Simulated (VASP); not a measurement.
A run of VASP 6.6.1:

INCAR

```
SYSTEM = PtS2
ALGO = Normal
DIPOL = 0.5 0.5 0.393
EDIFF = 1E-6
ENCUT = 520
GGA = PE
IDIPOL = 3
ISIF = 2
ISMEAR = 0
IVDW = 12
LASPH = .True.
LCHARG = .False.
LDIPOL = .True.
LREAL = .False.
LWAVE = .False.
NBANDS = 31
NELM = 80
PREC = Accurate
SIGMA = 0.05
```

File KPOINTS:

```
k-points
0
Gamma
  9 9 1
  0 0 0
```

Contents of POSCAR:

```
PtS2
1.0
    3.5415277692      0.0000000000      0.0000000000
   -1.7707638846      3.0670530163      0.0000000000
    0.0000000000      0.0000000000     22.4670602589
S Pt
4 2
Direct
    0.6666666667      0.3333333333      0.2002932270
    0.3333333333      0.6666666667      0.3108341745
    0.8333333333      1.0000000000      0.4750746206
    0.5000000000      1.3333333333      0.5856155682
    0.0000000000      0.0000000000      0.2555637007
    0.1666666667      0.6666666667      0.5303450944
```

Potentials or basis: VASP PAW PBE potentials, release 64 (S, Pt).

Run with:

```sh
$ cat potpaw_PBE.64/S/POTCAR potpaw_PBE.64/Pt/POTCAR > POTCAR
$ mpirun -np 1 vasp_std > vasp.out
```

Hardware: 1 thread of Intel Xeon 8259CL, on a shared host.

**Question.** Estimate the wall time of this run.

**Answer.** It took 9.8 min on 1 thread of Intel Xeon 8259CL (shared host), peak memory 0.52 GiB. Counts: scf iterations 18, k points 41.
